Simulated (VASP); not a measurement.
# BaS (I4/mmm) in VASP: notebook, part 2 of 2

VASP 6.6.1. The steps go on from the part before.

### 3 Single point, PBE (epitaxial xy strain +2.5%)

The input, INCAR:

```
ALGO = Normal ; EDIFF = 1E-6
ENCUT = 520 ; GGA = PE
ISIF = 2 ; ISMEAR = 0
LASPH = True ; LCHARG = False
LREAL = False ; LWAVE = False
NBANDS = 15 ; NELM = 60
PREC = Accurate ; SIGMA = 0.01
```

The input, KPOINTS:

```
k-points
0
Gamma
  4 4 4
```

The input, POSCAR:

```
BaS
1.0
    0.0000000000      3.2920907708      3.1848279500
    3.2920907708      0.0000000000      3.1848279500
    3.2920907708      3.2920907708      0.0000000000
Ba S
1 1
Direct
    0.0000000000      0.0000000000      0.0000000000
    0.5000000000      0.5000000000      0.5000000000
```

Potentials or basis: VASP PAW PBE potentials, release 64 (Ba_sv, S).

On the command line:

```bash
cat potpaw_PBE.64/Ba_sv/POTCAR potpaw_PBE.64/S/POTCAR > POTCAR
mpirun -np 1 vasp_std > vasp.out
```

OUTCAR:

```text
EDIFF = 1E-6
   ENCUT = 520
   GGA = PE
   ISIF = 2
   ISMEAR = 0
   LASPH = True
   LREAL = False
   NELM = 60
   PREC = Accurate

 ion  position               nearest neighbor table
   1  0.000  0.000  0.000-   2 3.18   2 3.18   2 3.29   2 3.29   2 3.29   2 3.29
   2  0.500  0.500  0.500-   1 3.18   1 3.18   1 3.29   1 3.29   1 3.29   1 3.29

  LATTYP: Found a body centered tetragonal cell.
 ALAT       =     4.6557194166
 C/A-ratio  =     1.3681356907

  Lattice vectors:

 A1 = (   0.0000000000,  -3.2920907708,  -3.1848279500)
 A2 = (   0.0000000000,   3.2920907708,  -3.1848279500)
 A3 = (   3.2920907708,   0.0000000000,   3.1848279500)

Analysis of symmetry for initial positions (statically):
=====================================================================
 Subroutine PRICEL returns:
 Original cell was already a primitive cell.

 Routine SETGRP: Setting up the symmetry group for a
 body centered tetragonal supercell.

 Subroutine GETGRP returns: Found 16 space group operations
 (whereof 16 operations were pure point group operations)
 out of a pool of 16 trial point group operations.

[... 164 lines left out ...]
      5      -9.1050      2.00000
      6       1.1411      2.00000
      7       1.1411      2.00000
      8       1.2339      2.00000
      9       4.4576      0.00000
     10       4.9497      0.00000
     11       4.9497      0.00000
     12       5.1654      0.00000
     13       5.7923      0.00000
     14       6.0222      0.00000
[... 203 lines left out ...]
      2     -10.6152      2.00000
      3     -10.4213      2.00000
      4     -10.4213      2.00000
      5      -8.5091      2.00000
      6       0.0709      2.00000
      7       0.5921      2.00000
      8       0.5921      2.00000
      9       5.5420      0.00000
     10       5.5420      0.00000
     11       7.0343      0.00000
     12       7.6741      0.00000
     13       8.2497      0.00000
     14      10.5960      0.00000
     15      11.2374      0.00000

------------------------ aborting loop because EDIFF is reached ----------------------------------------

  FORCE on cell =-STRESS in cart. coord.  units (eV):
  Direction    XX          YY          ZZ          XY          YZ          ZX
  --------------------------------------------------------------------------------------
  -------------------------------------------------------------------------------------
  Total       -0.6999508     -0.6999508      0.2848504      0.0000000      0.0000000      0.0000000
  in kB      -16.2449548    -16.2449548      6.6110095      0.0000000      0.0000000      0.0000000
  external PRESSURE =      -8.6263001 kB  Pullay stress =       0.0000000 kB

 VOLUME and BASIS-vectors are now :
 -----------------------------------------------------------------------------
  energy-cutoff  :      520.00
  volume of cell :       69.03
      direct lattice vectors                 reciprocal lattice vectors
     0.000000000  3.292090771  3.184827950    -0.151879166  0.151879166  0.156994352
     3.292090771  0.000000000  3.184827950     0.151879166 -0.151879166  0.156994352
     3.292090771  3.292090771  0.000000000     0.151879166  0.151879166 -0.156994352

 POSITION                                       TOTAL-FORCE (eV/Angst)
 -----------------------------------------------------------------------------------
      0.00000      0.00000      0.00000        -0.000000     -0.000000      0.000000
      3.29209      3.29209      3.18483         0.000000      0.000000      0.000000
 -----------------------------------------------------------------------------------
    total drift:                                0.000000      0.000000      0.000000

  FREE ENERGIE OF THE ION-ELECTRON SYSTEM (eV)
  ---------------------------------------------------
  free  energy   TOTEN  =       -10.1740279241 eV

  energy  without entropy=      -10.1740279241  energy(sigma->0) =      -10.17402792
```

OSZICAR:

```text
N       E                     dE             d eps       ncg     rms          rms(c)
DAV:   1     0.859486808516E+02    0.85949E+02   -0.67053E+03   390   0.916E+02
DAV:   2    -0.541651555995E+01   -0.91365E+02   -0.83053E+02   525   0.164E+02
DAV:   3    -0.105662308782E+02   -0.51497E+01   -0.51102E+01   532   0.420E+01
DAV:   4    -0.106821413757E+02   -0.11591E+00   -0.11585E+00   527   0.652E+00
DAV:   5    -0.106852264180E+02   -0.30850E-02   -0.30850E-02   539   0.911E-01    0.452E+00
DAV:   6    -0.101543050984E+02    0.53092E+00   -0.74266E-01   453   0.503E+00    0.304E+00
DAV:   7    -0.101573841100E+02   -0.30790E-02   -0.19581E-01   482   0.241E+00    0.208E+00
DAV:   8    -0.101710043161E+02   -0.13620E-01   -0.22382E-02   446   0.105E+00    0.236E-01
DAV:   9    -0.101729727333E+02   -0.19684E-02   -0.36302E-03   481   0.460E-01    0.189E-01
DAV:  10    -0.101738701923E+02   -0.89746E-03   -0.91889E-04   439   0.192E-01    0.520E-02
DAV:  11    -0.101740238372E+02   -0.15364E-03   -0.19660E-04   488   0.843E-02    0.154E-02
DAV:  12    -0.101740283189E+02   -0.44817E-05   -0.97098E-06   474   0.205E-02    0.405E-03
DAV:  13    -0.101740279241E+02    0.39480E-06   -0.12758E-06   442   0.709E-03
   1 F= -.10174028E+02 E0= -.10174028E+02  d E =-.422306E-17
```

Wall time 29 s (1 thread of AMD EPYC 7R13, shared host); peak memory 0.17 GiB.

Results:

```
Free energy            : -10.1740 eV
Pressure               : -0.9 GPa
Band gap on the k mesh : 2.11 eV (least direct gap 2.29 eV)
```

Caveat: the cell differs from its parent crystal (epitaxial xy strain +2.5%); spin-orbit coupling is left out, which moves the levels of the heavy elements. A k mesh can miss the band edges.

### 4 Single point, PBE (epitaxial xy strain +2.5%)

The input, INCAR:

```
ALGO = Normal
EDIFF = 1E-7
ENCUT = 520
GGA = PE
ISIF = 2
ISMEAR = -1
LASPH = T
LCHARG = F
LREAL = F
LWAVE = F
NBANDS = 15
NELM = 80
PREC = Accurate
SIGMA = 0.02
```

The input, KPOINTS:

```
k-points
0
Gamma
  8 8 8
```

POSCAR is that of step 3.

Potentials or basis: VASP PAW PBE potentials, release 64 (Ba_sv, S).

On the command line:

```bash
cat potpaw_PBE.64/Ba_sv/POTCAR potpaw_PBE.64/S/POTCAR > POTCAR
mpirun -np 1 vasp_std > vasp.out
```

OUTCAR:

```text
EDIFF = 1E-7
   ENCUT = 520
   GGA = PE
   ISIF = 2
   ISMEAR = -1
   LASPH = T
   LREAL = F
   NELM = 80
   PREC = Accurate

 ion  position               nearest neighbor table
   1  0.000  0.000  0.000-   2 3.18   2 3.18   2 3.29   2 3.29   2 3.29   2 3.29
   2  0.500  0.500  0.500-   1 3.18   1 3.18   1 3.29   1 3.29   1 3.29   1 3.29

  LATTYP: Found a body centered tetragonal cell.
 ALAT       =     4.6557194166
 C/A-ratio  =     1.3681356907

  Lattice vectors:
[... 617 lines left out ...]

 [... further k-points ...]

------------------------ aborting loop because EDIFF is reached ----------------------------------------

  FORCE on cell =-STRESS in cart. coord.  units (eV):
  Direction    XX          YY          ZZ          XY          YZ          ZX
  --------------------------------------------------------------------------------------
  -------------------------------------------------------------------------------------
  Total       -0.7115697     -0.7115697      0.2708380      0.0000000     -0.0000000      0.0000000
  in kB      -16.5146151    -16.5146151      6.2857998      0.0000000     -0.0000000      0.0000000
  external PRESSURE =      -8.9144768 kB  Pullay stress =       0.0000000 kB

 VOLUME and BASIS-vectors are now :
 -----------------------------------------------------------------------------
  energy-cutoff  :      520.00
  volume of cell :       69.03
      direct lattice vectors                 reciprocal lattice vectors
     0.000000000  3.292090771  3.184827950    -0.151879166  0.151879166  0.156994352
     3.292090771  0.000000000  3.184827950     0.151879166 -0.151879166  0.156994352
     3.292090771  3.292090771  0.000000000     0.151879166  0.151879166 -0.156994352

 POSITION                                       TOTAL-FORCE (eV/Angst)
 -----------------------------------------------------------------------------------
      0.00000      0.00000      0.00000         0.000000     -0.000000      0.000000
      3.29209      3.29209      3.18483        -0.000000      0.000000      0.000000
 -----------------------------------------------------------------------------------
    total drift:                                0.000000      0.000000      0.000000

  FREE ENERGIE OF THE ION-ELECTRON SYSTEM (eV)
  ---------------------------------------------------
  free  energy   TOTEN  =       -10.1782428810 eV

  energy  without entropy=      -10.1782428810  energy(sigma->0) =      -10.17824288
```

stdout:

```text
POSCAR found type information on POSCAR BaS
 POSCAR found :  2 types and       2 ions
 scaLAPACK will be used
 LDA part: xc-table for (Slater+PW92), standard interpolation
 POSCAR, INCAR and KPOINTS ok, starting setup
 FFT: planning ... GRIDC
 FFT: planning ... GRID_SOFT
 FFT: planning ... GRID
 WAVECAR not read
 entering main loop
```

Wall time 95 s (1 thread of AMD EPYC 7R13, shared host); peak memory 0.21 GiB.

Results:

| Property | Result |
| --- | --- |
| Free energy | -10.1782 eV |
| Pressure | -0.9 GPa |
| Band gap on the k mesh | 2.12 eV (least direct gap 2.29 eV) |

Caveat: the cell differs from its parent crystal (epitaxial xy strain +2.5%); spin-orbit coupling is left out, which moves the levels of the heavy elements. A k mesh can miss the band edges.

### 5 Single point, PBE (epitaxial xy strain +3.0%)

The input, INCAR:

```
ALGO     = Normal         # electronic algorithm
EDIFF    = 1E-6           # SCF threshold, eV
ENCUT    = 520            # plane-wave cutoff, eV
GGA      = PE             # functional
ISIF     = 2              # what is computed and relaxed
ISMEAR   = -1             # smearing method
LASPH    = True           # aspherical terms in the spheres
LCHARG   = False          # write CHGCAR
LREAL    = False          # projectors in reciprocal space
LWAVE    = False          # write WAVECAR
NBANDS   = 15             # bands
NELM     = 100            # most SCF steps
PREC     = Accurate       # precision mode
SIGMA    = 0.02           # smearing width, eV
```

KPOINTS is that of step 4.

The input, POSCAR:

```
BaS
1.0
    0.0000000000      3.3081497501      3.1794439939
    3.3081497501      0.0000000000      3.1794439939
    3.3081497501      3.3081497501      0.0000000000
Ba S
1 1
Direct
    0.0000000000      0.0000000000      0.0000000000
    0.5000000000      0.5000000000      0.5000000000
```

Potentials or basis: VASP PAW PBE potentials, release 64 (Ba_sv, S).

On the command line:

```bash
cat potpaw_PBE.64/Ba_sv/POTCAR potpaw_PBE.64/S/POTCAR > POTCAR
mpirun -np 1 vasp_std > vasp.out
```

OUTCAR:

```text
EDIFF = 1E-6
   ENCUT = 520
   GGA = PE
   ISIF = 2
   ISMEAR = -1
   LASPH = True
   LREAL = False
   NELM = 100
   PREC = Accurate

 ion  position               nearest neighbor table
   1  0.000  0.000  0.000-   2 3.18   2 3.18   2 3.31   2 3.31   2 3.31   2 3.31
   2  0.500  0.500  0.500-   1 3.18   1 3.18   1 3.31   1 3.31   1 3.31   1 3.31

  LATTYP: Found a body centered tetragonal cell.
 ALAT       =     4.6784302430
 C/A-ratio  =     1.3591926474

  Lattice vectors:

[... 619 lines left out ...]
------------------------ aborting loop because EDIFF is reached ----------------------------------------

  FORCE on cell =-STRESS in cart. coord.  units (eV):
  Direction    XX          YY          ZZ          XY          YZ          ZX
  --------------------------------------------------------------------------------------
  -------------------------------------------------------------------------------------
  Total       -0.8779519     -0.8779519      0.2743081      0.0000000     -0.0000000      0.0000000
  in kB      -20.2129541    -20.2129541      6.3153545      0.0000000     -0.0000000      0.0000000
  external PRESSURE =     -11.3701846 kB  Pullay stress =       0.0000000 kB

 VOLUME and BASIS-vectors are now :
 -----------------------------------------------------------------------------
  energy-cutoff  :      520.00
  volume of cell :       69.59
      direct lattice vectors                 reciprocal lattice vectors
     0.000000000  3.308149750  3.179443994    -0.151141888  0.151141888  0.157260201
     3.308149750  0.000000000  3.179443994     0.151141888 -0.151141888  0.157260201
     3.308149750  3.308149750  0.000000000     0.151141888  0.151141888 -0.157260201

 POSITION                                       TOTAL-FORCE (eV/Angst)
 -----------------------------------------------------------------------------------
      0.00000      0.00000      0.00000         0.000000     -0.000000     -0.000000
      3.30815      3.30815      3.17944        -0.000000      0.000000      0.000000
 -----------------------------------------------------------------------------------
    total drift:                                0.000000      0.000000      0.000000

  FREE ENERGIE OF THE ION-ELECTRON SYSTEM (eV)
  ---------------------------------------------------
  free  energy   TOTEN  =       -10.1701152279 eV

  energy  without entropy=      -10.1701152279  energy(sigma->0) =      -10.17011523
```

Run time: 1.8 min. Hardware: 1 thread of AMD EPYC 7R13, shared host; peak memory 0.21 GiB.

Results:

```yaml
Free_energy: -10.1701 eV
Pressure: -1.1 GPa
Band_gap_on_the_k_mesh: 2.11 eV (least direct gap 2.30 eV)
```

Stress tensor (GPa, compression positive):
```
-2.02  0.00  0.00
 0.00 -2.02  0.00
 0.00  0.00  0.63
```

Levels at points of the mesh, in eV from the valence-band top:
```
           k point  band 5  band 6  band 7  band 8  band 9  band 10  band 11  band 12
(0.00, 0.00, 0.00)  -10.34   -0.11   -0.11    0.00    3.17     3.69     3.69     3.95
(0.50, 0.00, 0.00)   -9.36   -1.88   -1.06   -1.03    5.24     5.41     5.95     6.03
(0.50, 0.50, 0.00)  -10.24   -0.53   -0.29   -0.29    2.11     5.59     5.74     7.03
(0.50, 0.00, 0.50)  -10.24   -0.72   -0.27   -0.15    2.14     5.40     5.83     6.92
```

Caveat: the cell differs from its parent crystal (epitaxial xy strain +3.0%); spin-orbit coupling is left out, which moves the levels of the heavy elements. A k mesh can miss the band edges.

### 6 The runs side by side

```tsv
cell	k mesh	smearing	gap on the mesh (eV)	pressure (GPa)
a = 4.588, b = 4.588, c = 4.678 Å, angles 59.3, 59.3, 61.3°, 2 atoms	4 × 4 × 4	gaussian 0.01 eV	2.11	-1.1
a = 4.581, b = 4.581, c = 4.656 Å, angles 59.5, 59.5, 61.1°, 2 atoms	4 × 4 × 4	gaussian 0.01 eV	2.11	-0.9
a = 4.581, b = 4.581, c = 4.656 Å, angles 59.5, 59.5, 61.1°, 2 atoms	8 × 8 × 8	fermi-dirac 0.02 eV	2.12	-0.9
a = 4.588, b = 4.588, c = 4.678 Å, angles 59.3, 59.3, 61.3°, 2 atoms	8 × 8 × 8	fermi-dirac 0.02 eV	2.11	-1.1
```

Alike in all rows: task single point; level PBE; potentials or basis VASP PAW PBE potentials, release 64 (Ba_sv, S); no spin polarisation; cutoff (eV) 520.

Caveats: spin-orbit coupling is left out, which moves the levels of the heavy elements.

Absolute energies hang on the potentials; compare differences alone.
